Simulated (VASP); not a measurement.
# CdTe (F-43m) in VASP: vibrations by perturbation theory with PBE

Aim: the vibrations by perturbation theory of CdTe with PBE.

All numbers are computed with VASP 6.6.1; they aren't measurements. Logs are shortened: lines on timing, memory, paths and dates and some standing lists are left out, and cuts for length are marked.

**1. The cell of the first run**

It takes space group F-43m (No. 216, cubic). Conventional cell: a = 6.619 Å, b = 6.619 Å, c = 6.619 Å, α = 90.00°, β = 90.00°, γ = 90.00°. Cd (site symmetry -43m) has 4 Te at 2.87 Å within 3.8 Å. Within 3.8 Å of Te (site symmetry -43m) lie 4 Cd at 2.87 Å.

**2. Vibrations by perturbation theory, PBE**

File INCAR:

```
SYSTEM = CdTe
PREC = Accurate
ENCUT = 500
EDIFF = 1E-8
ISMEAR = 0
SIGMA = 0.01
LREAL = .False.
LASPH = .True.
NELM = 120
ALGO = Normal
ISIF = 2
LWAVE = .False.
LCHARG = .False.
GGA = PE
IBRION = 8
NSW = 1
LEPSILON = .True.
GGA_COMPAT = .False.
```

File KPOINTS:

```
regular mesh
0
Gamma
  8 8 8
  0 0 0
```

File POSCAR:

```
CdTe
1.0
    0.0000000000      3.3096311549      3.3096311549
    3.3096311549      0.0000000000      3.3096311549
    3.3096311549      3.3096311549      0.0000000000
Cd Te
1 1
Direct
    0.0000000000      0.0000000000      0.0000000000
    0.7500000000      0.7500000000      0.7500000000
```

Potentials or basis: VASP PAW PBE potentials, release 64 (Cd, Te).

Started as:

```bash
> cat potpaw_PBE.64/Cd/POTCAR potpaw_PBE.64/Te/POTCAR > POTCAR
> mpirun -np 1 vasp_std > vasp.out
```

OUTCAR:

```text
SYSTEM = CdTe
   PREC = Accurate
   ENCUT = 500
   EDIFF = 1E-8
   ISMEAR = 0
   LREAL = .False.
   LASPH = .True.
   NELM = 120
   ISIF = 2
   GGA = PE
   IBRION = 8
   NSW = 1
   LEPSILON = .True.

 ion  position               nearest neighbor table
   1  0.000  0.000  0.000-   2 2.87   2 2.87   2 2.87   2 2.87
   2  0.750  0.750  0.750-   1 2.87   1 2.87   1 2.87   1 2.87

  LATTYP: Found a face centered cubic cell.
 ALAT       =     6.6192623098

  Lattice vectors:

 A1 = (   0.0000000000,   3.3096311549,   3.3096311549)
 A2 = (   3.3096311549,   0.0000000000,   3.3096311549)
 A3 = (   3.3096311549,   3.3096311549,   0.0000000000)

Analysis of symmetry for initial positions (statically):
=====================================================================
 Subroutine PRICEL returns:
 Original cell was already a primitive cell.

 Routine SETGRP: Setting up the symmetry group for a
 face centered cubic supercell.

 Subroutine GETGRP returns: Found 24 space group operations
 (whereof 24 operations were pure point group operations)
 out of a pool of 48 trial point group operations.

The static configuration has the point symmetry T_d .

Analysis of symmetry for dynamics (positions and initial velocities):
=====================================================================
 Subroutine PRICEL returns:
 Original cell was already a primitive cell.

 Routine SETGRP: Setting up the symmetry group for a
 face centered cubic supercell.

 Subroutine GETGRP returns: Found 24 space group operations
 (whereof 24 operations were pure point group operations)
 out of a pool of 48 trial point group operations.

The dynamic configuration has the point symmetry T_d .

 Subroutine INISYM returns: Found 24 space group operations
 (whereof 24 operations are pure point group operations),
 and found     1 'primitive' translations

----------------------------------------------------------------------------------------

                                     Primitive cell

  volume of cell :      72.5051

  direct lattice vectors                    reciprocal lattice vectors
     0.000000000  3.309631155  3.309631155    -0.151074237  0.151074237  0.151074237
     3.309631155  0.000000000  3.309631155     0.151074237 -0.151074237  0.151074237
     3.309631155  3.309631155  0.000000000     0.151074237  0.151074237 -0.151074237

  length of vectors
     4.680525266  4.680525266  4.680525266     0.261668253  0.261668253  0.261668253

  position of ions in fractional coordinates (direct lattice)
     0.000000000  0.000000000  0.000000000
     0.750000000  0.750000000  0.750000000

  ion indices of the primitive-cell ions
   primitive index   ion index
                 1           1
                 2           2

----------------------------------------------------------------------------------------

 KPOINTS: regular mesh

Automatic generation of k-mesh.
 Grid dimensions read from file:
 generate k-points for:    8    8    8

 Generating k-lattice:

  Cartesian coordinates                     Fractional coordinates (reciprocal lattice)
[... 534 lines left out ...]
  ---------------------------------------------------
  ---------------------------------------------------
  free energy    TOTEN  =        -2.51231526 eV

  energy without entropy =       -2.51231526

------------------------ aborting loop because EDIFF is reached ----------------------------------------

--------------------------------------- Ionic step        2  -------------------------------------------

------------------------ aborting loop because EDIFF is reached ----------------------------------------

--------------------------------------- Ionic step        3  -------------------------------------------

------------------------ aborting loop because EDIFF is reached ----------------------------------------

 PIEZOELECTRIC TENSOR FIELD DIRECTION 3  (e Angst)
 -----------------------------------------------------------------------------
    -0.00134  3.14550  0.00000           (  0.00000 -0.07411  0.00000)
     3.14550 -0.00134  0.00000           ( -0.07411  0.00000  0.00000)
     0.00000  0.00000 -0.00066           (  0.00000  0.00000 -0.00000)

 PIEZOELECTRIC TENSOR FIELD DIRECTION 3  (C/m^2)
 -----------------------------------------------------------------------------
    -0.00030  0.69507  0.00000
     0.69507 -0.00030  0.00000
     0.00000  0.00000 -0.00015

--------------------------------------- Ionic step        4  -------------------------------------------

------------------------ aborting loop because EDIFF is reached ----------------------------------------

[... ionic steps 5 to 6 ...]

--------------------------------------- Ionic step        7  -------------------------------------------

 Free energy of the ion-electron system (eV)
  ---------------------------------------------------
  ---------------------------------------------------
  free energy    TOTEN  =        -0.04922030 eV

  energy without entropy =       -0.04922030

------------------------ aborting loop because EDIFF is reached ----------------------------------------

 INTERNAL STRAIN TENSOR  FOR ION    2  DIRECTION 1   (eV/Angst):
 -----------------------------------------------------------------------------
    -0.00547  0.00000  0.00000
     0.00000  0.00521  4.42162
     0.00000  4.42162  0.00521

 MACROSCOPIC STATIC DIELECTRIC TENSOR (including local field effects in DFT)
 ------------------------------------------------------
          12.710245     0.000000     0.000000
          -0.000000    12.710245     0.000000
          -0.000000    -0.000000    12.710245
 ------------------------------------------------------

 PIEZOELECTRIC TENSOR (including local field effects)  for field in x, y, z        (e  Angst)
          XX          YY          ZZ          XY          YZ          ZX
  --------------------------------------------------------------------------------
  x    -0.00000     0.00000     0.00000     0.00000     3.16337     0.00000
  y     0.00000    -0.00000     0.00000     0.00000    -0.00000     3.16337
  z     0.00000     0.00000     0.00000     3.16337     0.00000     0.00000

 PIEZOELECTRIC TENSOR (including local field effects)  for field in x, y, z        (C/m^2)
          XX          YY          ZZ          XY          YZ          ZX
  --------------------------------------------------------------------------------
  x    -0.00000     0.00000     0.00000     0.00000     0.69902     0.00000
  y     0.00000    -0.00000     0.00000     0.00000    -0.00000     0.69902
  z     0.00000     0.00000     0.00000     0.69902     0.00000     0.00000

 BORN EFFECTIVE CHARGES (including local field effects) (in |e|, cummulative output)
 ---------------------------------------------------------------------------------
 ion    1
    1     2.40407     0.00000     0.00000
    2     0.00000     2.40407     0.00000
    3     0.00000     0.00000     2.40407
 ion    2
    1    -2.40407     0.00000     0.00000
    2     0.00000    -2.40407     0.00000
    3     0.00000     0.00000    -2.40407

 INTERNAL STRAIN TENSOR FOR ION    2 for displacements in x,y,z  (eV/Angst):
          X           Y           Z          XY          YZ          ZX
  --------------------------------------------------------------------------------
  x    -0.00000     0.00000     0.00000     0.00000     4.42162     0.00000
  y    -0.00000     0.00000    -0.00000     0.00000     0.00000     4.42162
  z     0.00000     0.00000    -0.00000     4.42162     0.00000     0.00000

 SECOND DERIVATIVES (NOT SYMMETRIZED)
 ------------------------------------
               1X          1Y          1Z          2X          2Y          2Z
  1X    -3.798922    0.000000    0.000000    3.798922    0.000000    0.000000
  1Y     0.000000   -3.798922    0.000000    0.000000    3.798922    0.000000
  1Z     0.000000    0.000000   -3.798922    0.000000    0.000000    3.798922
  2X     3.781747    0.000000    0.000000   -3.781747    0.000000    0.000000
  2Y     0.000000    3.781747    0.000000    0.000000   -3.781747    0.000000
  2Z     0.000000    0.000000    3.781747    0.000000    0.000000   -3.781747

 Eigenvectors and eigenvalues of the dynamical matrix
 ----------------------------------------------------

   1 f  =    3.937375 THz    24.739254 2PiTHz  131.336680 cm-1    16.283666 meV
             X         Y         Z           dx          dy          dz
      0.000000  0.000000  0.000000     0.000000    0.729911    0.000000
      4.964447  4.964447  4.964447     0.000000   -0.683542    0.000000
[... 21 lines left out ...]
   6 f/i=    0.004451 THz     0.027965 2PiTHz    0.148461 cm-1     0.018407 meV
             X         Y         Z           dx          dy          dz
      0.000000  0.000000  0.000000     0.000000    0.000000   -0.683542
      4.964447  4.964447  4.964447     0.000000    0.000000   -0.729911

--------------------------------------------------------------------------------------------------------

 MACROSCOPIC STATIC DIELECTRIC TENSOR IONIC CONTRIBUTION
 ------------------------------------------------------
           3.805506     0.000000     0.000000
           0.000000     3.805506     0.000000
           0.000000     0.000000     3.805506
 ------------------------------------------------------

 ELASTIC MODULI CONTR FROM IONIC RELAXATION (kBar)
 Direction    XX          YY          ZZ          XY          YZ          ZX
 --------------------------------------------------------------------------------
 XX          -0.0000      0.0000      0.0000     -0.0000      0.0000      0.0000
 YY           0.0000     -0.0000      0.0000     -0.0000     -0.0000     -0.0000
 ZZ           0.0000      0.0000     -0.0000      0.0000     -0.0000      0.0000
 XY          -0.0000     -0.0000      0.0000   -119.6726      0.0000      0.0000
 YZ           0.0000     -0.0000     -0.0000      0.0000   -119.6726      0.0000
 ZX           0.0000     -0.0000      0.0000      0.0000      0.0000   -119.6726
 --------------------------------------------------------------------------------

 PIEZOELECTRIC TENSOR IONIC CONTR  for field in x, y, z        (C/m^2)
          XX          YY          ZZ          XY          YZ          ZX
  --------------------------------------------------------------------------------
  x     0.00000    -0.00000    -0.00000     0.00000    -0.63500     0.00000
  y     0.00000    -0.00000     0.00000     0.00000     0.00000    -0.63500
  z    -0.00000    -0.00000     0.00000    -0.63500     0.00000     0.00000
```

It took 9.9 min on 1 thread of Intel Xeon Platinum 8259CL at 2.50GHz (Skylake/Cascade Lake), shared host; peak memory 0.41 GiB.

What came out:

* Electronic dielectric tensor (diagonal): 12.71
* Born charges (mean of the diagonal): Cd +2.40; Te -2.40 e
* Highest phonon frequency at Γ, LO-TO splitting left out: 131 cm⁻¹

Phonon frequencies in cm⁻¹ (negative: imaginary):
| q point | frequencies |
| --- | --- |
| (0.000, 0.000, 0.000) | 0 0 0 131 131 131 |

Electronic dielectric tensor:
```
12.71  0.00  0.00
 0.00 12.71  0.00
 0.00  0.00 12.71
```

Born effective charge tensors (e):
atom 1, Cd
```
2.40 0.00 0.00
0.00 2.40 0.00
0.00 0.00 2.40
```
atom 2, Te
```
-2.40  0.00  0.00
 0.00 -2.40  0.00
 0.00  0.00 -2.40
```

Caveat: spin-orbit coupling is left out, which moves the levels of the heavy elements.
